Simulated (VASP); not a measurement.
# Zn5CdS6 (P31m) in VASP: single point with PBE

Aim: the single point of Zn5CdS6 with PBE.

All numbers are computed with VASP 6.6.1; they aren't measurements. Logs are shortened: lines on timing, memory, paths and dates and some standing lists are left out, and cuts for length are marked.

## 1. The cell of the first run

The structure is trigonal, space group P31m (No. 157). Conventional cell: a = 6.758 Å, b = 6.758 Å, c = 6.387 Å, α = 90.00°, β = 90.00°, γ = 120.00°. Within 3.1 Å of Zn (site symmetry m) lie 4 S at 2.36 to 2.38 Å. Within 3.1 Å of Zn (site symmetry 3) lie 4 S at 2.34 to 2.37 Å. Cd (site symmetry 3m) has 4 S at 2.54 to 2.56 Å within 3.4 Å. Within 3.1 Å of S (site symmetry m) lie 3 Zn at 2.34 to 2.36 Å and 1 Cd at 2.54 Å. S (site symmetry 3m) has 3 Zn at 2.38 Å and 1 Cd at 2.56 Å within 3.1 Å. S (site symmetry 3) has 4 Zn at 2.37 to 2.38 Å within 3.1 Å.

## 2. Single point, PBE

INCAR

```
ALGO = Normal ; EDIFF = 1E-6
ENCUT = 520 ; GGA = PE
ISIF = 2 ; ISMEAR = 0
LASPH = T ; LCHARG = T
LELF = T ; LREAL = F
LVHAR = T ; LWAVE = F
NBANDS = 66 ; NELM = 60
PREC = Accurate ; SIGMA = 0.02
```

KPOINTS

```
k-points
0
Gamma
  6 6 4
```

POSCAR

```
Zn5CdS6
1.0
    6.7584826269      0.0000000000      0.0000000000
   -3.3792413134      5.8530176460      0.0000000000
    0.0000000000      0.0000000000      6.3871779981
Zn Cd S
5 1 6
Direct
    0.6605507339      0.0000000000      0.9996030379
    0.3394492661      0.3394492661      0.9996030379
    0.0000000000      0.6605507339      0.9996030379
    0.6666666667      0.3333333333      0.5003829872
    0.3333333333      0.6666666667      0.5003829872
    0.0000000000      0.0000000000      0.5007161439
    0.6453985147      0.0000000000      0.3689554752
    0.3546014853      0.3546014853      0.3689554752
    0.0000000000      0.6453985147      0.3689554752
    0.0000000000      0.0000000000      0.9007391271
    0.6666666667      0.3333333333      0.8710516078
    0.3333333333      0.6666666667      0.8710516078
```

Potentials or basis: VASP PAW PBE potentials, release 64 (Zn, Cd, S).

Run with:

```
$ cat potpaw_PBE.64/Zn/POTCAR potpaw_PBE.64/Cd/POTCAR potpaw_PBE.64/S/POTCAR > POTCAR
$ mpirun -np 1 vasp_std > vasp.out
```

OUTCAR:

```text
EDIFF = 1E-6
   ENCUT = 520
   GGA = PE
   ISIF = 2
   ISMEAR = 0
   LASPH = T
   LREAL = F
   NELM = 60
   PREC = Accurate

 ion  position               nearest neighbor table
   1  0.661  0.000  1.000-   7 2.36  11 2.38  12 2.38  10 2.38
   2  0.339  0.339  1.000-   8 2.36  11 2.38  12 2.38  10 2.38
   3  0.000  0.661  1.000-   9 2.36  12 2.38  11 2.38  10 2.38
   4  0.667  0.333  0.500-   7 2.34   9 2.34   8 2.34  11 2.37
   5  0.333  0.667  0.500-   9 2.34   7 2.34   8 2.34  12 2.37
   6  0.000  0.000  0.501-   7 2.54   9 2.54   8 2.54  10 2.56
   7  0.645  0.000  0.369-   4 2.34   5 2.34   1 2.36   6 2.54
   8  0.355  0.355  0.369-   4 2.34   5 2.34   2 2.36   6 2.54
   9  0.000  0.645  0.369-   5 2.34   4 2.34   3 2.36   6 2.54
  10  0.000  0.000  0.901-   1 2.38   3 2.38   2 2.38   6 2.56
  11  0.667  0.333  0.871-   4 2.37   1 2.38   3 2.38   2 2.38
  12  0.333  0.667  0.871-   5 2.37   3 2.38   1 2.38   2 2.38

  LATTYP: Found a hexagonal cell.
 ALAT       =     6.7584826269
 C/A-ratio  =     0.9450609480

  Lattice vectors:

 A1 = (   6.7584826269,   0.0000000000,   0.0000000000)
 A2 = (  -3.3792413134,   5.8530176460,   0.0000000000)
 A3 = (   0.0000000000,   0.0000000000,   6.3871779981)

Analysis of symmetry for initial positions (statically):
=====================================================================
 Subroutine PRICEL returns:
 Original cell was already a primitive cell.

 Routine SETGRP: Setting up the symmetry group for a
 hexagonal supercell.

 Subroutine GETGRP returns: Found  6 space group operations
 (whereof  6 operations were pure point group operations)
 out of a pool of 24 trial point group operations.

The static configuration has the point symmetry C_3v.

Analysis of symmetry for dynamics (positions and initial velocities):
=====================================================================
 Subroutine PRICEL returns:
 Original cell was already a primitive cell.

 Routine SETGRP: Setting up the symmetry group for a
 hexagonal supercell.

 Subroutine GETGRP returns: Found  6 space group operations
 (whereof  6 operations were pure point group operations)
 out of a pool of 24 trial point group operations.

The dynamic configuration has the point symmetry C_3v.

 Subroutine INISYM returns: Found  6 space group operations
 (whereof  6 operations are pure point group operations),
 and found     1 'primitive' translations

----------------------------------------------------------------------------------------

                                     Primitive cell

  volume of cell :     252.6609

  direct lattice vectors                    reciprocal lattice vectors
     6.758482627  0.000000000  0.000000000     0.147962206  0.085426020  0.000000000
    -3.379241313  5.853017646  0.000000000     0.000000000  0.170852039  0.000000000
     0.000000000  0.000000000  6.387177998     0.000000000  0.000000000  0.156563666

  length of vectors
     6.758482627  6.758482627  6.387177998     0.170852039  0.170852039  0.156563666

  position of ions in fractional coordinates (direct lattice)
     0.660550734  0.000000000  0.999603038
     0.339449266  0.339449266  0.999603038
     0.000000000  0.660550734  0.999603038
     0.666666667  0.333333333  0.500382987
     0.333333333  0.666666667  0.500382987
     0.000000000  0.000000000  0.500716144
     0.645398515  0.000000000  0.368955475
     0.354601485  0.354601485  0.368955475
     0.000000000  0.645398515  0.368955475
     0.000000000  0.000000000  0.900739127
     0.666666667  0.333333333  0.871051608
     0.333333333  0.666666667  0.871051608

  ion indices of the primitive-cell ions
   primitive index   ion index
                 1           1
                 2           2
                 3           3
                 4           4
                 5           5
                 6           6
                 7           7
                 8           8
                 9           9
                10          10
                11          11
                12          12

----------------------------------------------------------------------------------------

 KPOINTS: k-points

Automatic generation of k-mesh.
 Grid dimensions read from file:
 generate k-points for:    6    6    4

 Generating k-lattice:

  Cartesian coordinates                     Fractional coordinates (reciprocal lattice)
     0.024660368  0.014237670  0.000000000     0.166666667  0.000000000  0.000000000
     0.000000000  0.028475340  0.000000000     0.000000000  0.166666667  0.000000000
     0.000000000  0.000000000  0.039140916     0.000000000  0.000000000  0.250000000

  Length of vectors
     0.028475340  0.028475340  0.039140916

  Shift w.r.t. Gamma in fractional coordinates (k-lattice)
     0.000000000  0.000000000  0.000000000

 Subroutine IBZKPT returns following result:
 ===========================================

 Found     24 irreducible k-points:

 Following reciprocal coordinates:
            Coordinates               Weight
  0.000000  0.000000  0.000000      1.000000
  0.166667  0.000000  0.000000      6.000000
  0.333333 -0.000000  0.000000      6.000000
  0.500000 -0.000000  0.000000      3.000000
  0.166667  0.166667  0.000000      6.000000
  0.333333  0.166667  0.000000     12.000000
[... 16 lines left out ...]
  0.333333  0.166667  0.500000     12.000000
  0.333333  0.333333  0.500000      2.000000
   k-points           NKPTS =     24   k-points in BZ     NKDIM =     24   number of bands    NBANDS=     66
   number of dos      NEDOS =    301   number of ions     NIONS =     12
   total plane-waves  NPLWV = 120000
   dimension x,y,z NGX =    50 NGY =   50 NGZ =   48
   dimension x,y,z NGXF=   100 NGYF=  100 NGZF=   96
   ions per type =               5   1   6
   NGX,Y,Z   is equivalent  to a cutoff of  12.30, 12.30, 12.49 a.u.
   NGXF,Y,Z  is equivalent  to a cutoff of  24.60, 24.60, 24.99 a.u.
 SYSTEM =  unknown system
   PREC   = accura    normal or accurate (medium, high low for compatibility)
   ISTART =      0    job   : 0-new  1-cont  2-samecut
   ICHARG =      2    charge: 1-file 2-atom 10-const
   ISPIN  =      1    spin polarized calculation?
   LNONCOLLINEAR =      F non collinear calculations
   LSORBIT =      F    spin-orbit coupling
   LASPH  =      T    aspherical Exc in radial PAW
   ENCUT  =  520.0 eV  38.22 Ry    6.18 a.u.  12.57 12.57 11.88*2*pi/ulx,y,z
   NELM   =     60;   NELMIN=  2; NELMDL= -5     # of ELM steps
   EDIFF  = 0.1E-05   stopping-criterion for ELM
   LREAL  =      F    real-space projection
   EDIFFG = 0.1E-04   stopping-criterion for IOM
   NSW    =      0    number of steps for IOM
   IBRION =     -1    ionic relax: 0-MD 1-quasi-New 2-CG
   NFREE  =      0    steps in history (QN), initial steepest desc. (CG)
   ISIF   =      2    stress and relaxation
   ISYM   =      2    0-nonsym 1-usesym 2-fastsym
   POTIM  = 0.5000    time-step for ionic-motion
   TEBEG  =    0.0;   TEEND  =   0.0 temperature during run
   PSTRESS=    0.0 pullay stress
   NELECT =     108.0000    total number of electrons
   NUPDOWN=      -1.0000    fix difference up-down
   EMIN   =  10.00;   EMAX   =-10.00  energy-range for DOS
   EFERMI =   0.00;   METHOD = LEGACY
   ISMEAR =     0;   SIGMA  =   0.02  broadening in eV -4-tet -1-fermi 0-gaus
   EFERMI_NEDOS =   21; number of points for ismear=-14 and -15
   IALGO  =     38    algorithm
   IMIX   =      4    mixing-type and parameters
     AMIX     =   0.40;   BMIX     =  1.00
     AMIX_MAG =   1.60;   BMIX_MAG =  1.00
  volume/ion in A,a.u.               =      21.06       142.09
  Fermi-wavevector in a.u.,A,eV,Ry     =   1.233209  2.330427 20.691805  1.520805
  Thomas-Fermi vector in A             =   2.367949
   LORBIT       =      0    0 simple, 1 ext, 2 COOP (PROOUT), +10 PAW based schemes
   GGA     = PE    functional components
   LHFCALC =     F    Hartree Fock is set to
   AEXX    =    0.0000 exact exchange contribution
   IVDW    =     0    specifies the selected vdW correction
   LEPSILON=     F    determine dielectric tensor
   LRPA    =     F    only Hartree local field effects (RPA)
 non-spin polarized calculation
 Gauss-broadening in eV      SIGMA  =   0.02
  energy-cutoff  :      520.00
  volume of cell :      252.66
 maximum number of plane-waves:      6834
   NGX = 25   NGY = 25   NGZ = 23

 number of electron     108.0000078 magnetization

 Free energy of the ion-electron system (eV)
  ---------------------------------------------------
  ext. energy  EPLUGINS =         0.00000000
  ---------------------------------------------------
  free energy    TOTEN  =       -40.30843336 eV

  energy without entropy =      -40.30843336  energy(sigma->0) =      -40.30843336

 E-fermi :   1.8481     XC(G=0):  -9.4287

 val. band max:        1.7587600732   @ k =   0.0000   0.0000   0.0000
 cond. band min:       3.5978099488   @ k =   0.0000   0.0000   0.0000
 fundamental gap:      1.8390498755
 Fermi energy:         1.8481031977

 k-point     1 :       0.0000    0.0000    0.0000
  band No.  band energies     occupation
      1     -11.1066      2.00000
      2     -10.3011      2.00000
      3     -10.1170      2.00000
      4     -10.1096      2.00000
      5     -10.1096      2.00000
      6     -10.0741      2.00000
[... 58 lines left out ...]
     65       8.3690      0.00000
     66       9.2584      0.00000

 k-point     2 :       0.1667    0.0000    0.0000
  band No.  band energies     occupation
      1     -11.0525      2.00000
      2     -10.2798      2.00000
      3     -10.2396      2.00000
      4     -10.1740      2.00000
      5     -10.0486      2.00000
      6     -10.0377      2.00000
[... 58 lines left out ...]
     65       8.5134      0.00000
     66       8.7782      0.00000

 k-point     3 :       0.3333   -0.0000    0.0000
  band No.  band energies     occupation
      1     -10.9024      2.00000
      2     -10.4364      2.00000
      3     -10.2732      2.00000
      4     -10.1794      2.00000
      5     -10.0377      2.00000
      6     -10.0325      2.00000
[... 1438 lines left out ...]
     65       7.6078      0.00000
     66       7.6547      0.00000

 k-point    24 :       0.3333    0.3333    0.5000
  band No.  band energies     occupation
      1     -10.3713      2.00000
      2     -10.3713      2.00000
      3     -10.3394      2.00000
      4     -10.3394      2.00000
      5     -10.3195      2.00000
      6     -10.1519      2.00000
[... 58 lines left out ...]
     65       7.5533      0.00000
     66       7.5533      0.00000

------------------------ aborting loop because EDIFF is reached ----------------------------------------

  FORCE on cell =-STRESS in cart. coord.  units (eV):
  Direction    XX          YY          ZZ          XY          YZ          ZX
  --------------------------------------------------------------------------------------
  -------------------------------------------------------------------------------------
  Total        0.3048479      0.3048479      0.3240224      0.0000000     -0.0000000      0.0000000
  in kB        1.9331062      1.9331062      2.0546961      0.0000000     -0.0000000      0.0000000
  external PRESSURE =       1.9736362 kB  Pullay stress =       0.0000000 kB

 VOLUME and BASIS-vectors are now :
 -----------------------------------------------------------------------------
  energy-cutoff  :      520.00
  volume of cell :      252.66
      direct lattice vectors                 reciprocal lattice vectors
     6.758482627  0.000000000  0.000000000     0.147962206  0.085426020  0.000000000
    -3.379241313  5.853017646  0.000000000     0.000000000  0.170852039  0.000000000
     0.000000000  0.000000000  6.387177998     0.000000000  0.000000000  0.156563666

 POSITION                                       TOTAL-FORCE (eV/Angst)
 -----------------------------------------------------------------------------------
      4.46432      0.00000      6.38464        -0.001838      0.000000     -0.006251
      1.14708      1.98680      6.38464         0.000919      0.001592     -0.006251
     -2.23216      3.86622      6.38464         0.000919     -0.001592     -0.006251
      3.37924      1.95101      3.19604         0.000000      0.000000      0.011003
     -0.00000      3.90201      3.19604         0.000000     -0.000000      0.011003
      0.00000      0.00000      3.19816         0.000000     -0.000000     -0.000541
      4.36191      0.00000      2.35658        -0.010764      0.000000     -0.009898
      1.19828      2.07549      2.35658         0.005382      0.009322     -0.009898
     -2.18096      3.77753      2.35658         0.005382     -0.009322     -0.009898
      0.00000      0.00000      5.75318         0.000000      0.000000      0.018572
      3.37924      1.95101      5.56356         0.000000     -0.000000      0.004205
     -0.00000      3.90201      5.56356         0.000000      0.000000      0.004205
 -----------------------------------------------------------------------------------
    total drift:                                0.000002      0.000003     -0.001138

  FREE ENERGIE OF THE ION-ELECTRON SYSTEM (eV)
  ---------------------------------------------------
  free  energy   TOTEN  =       -40.3084333570 eV

  energy  without entropy=      -40.3084333570  energy(sigma->0) =      -40.30843336
```

It took 13 min on 1 thread of Intel Xeon 8259CL, shared host; peak memory 0.52 GiB.

What came out:

- Free energy: -40.3084 eV
- Pressure: 0.2 GPa
- Largest force: 0.019 eV/Å
- Band gap on the k mesh: 1.84 eV

Forces on the atoms (eV/Å):
```
Zn  -0.002  0.000 -0.006
Zn   0.001  0.002 -0.006
Zn   0.001 -0.002 -0.006
Zn   0.000  0.000  0.011
Zn   0.000  0.000  0.011
Cd   0.000  0.000 -0.001
S   -0.011  0.000 -0.010
S    0.005  0.009 -0.010
S    0.005 -0.009 -0.010
S    0.000  0.000  0.019
S    0.000  0.000  0.004
S    0.000  0.000  0.004
```

Levels at points of the mesh, in eV from the valence-band top:
```tsv
k point	band 50	band 51	band 52	band 53	band 54	band 55	band 56	band 57	band 58	band 59
(0.00, 0.00, 0.00)	-0.84	-0.84	-0.09	0.00	0.00	1.84	2.96	4.42	4.42	5.24
(0.50, 0.00, 0.00)	-0.86	-0.84	-0.73	-0.72	-0.67	3.59	3.86	4.08	4.22	4.85
(0.00, 0.00, 0.50)	-1.04	-0.54	-0.54	-0.35	-0.35	3.19	3.43	4.25	4.45	4.45
(0.50, 0.00, 0.50)	-1.44	-1.42	-1.36	-1.17	-1.14	3.42	3.58	4.34	4.52	4.54
```
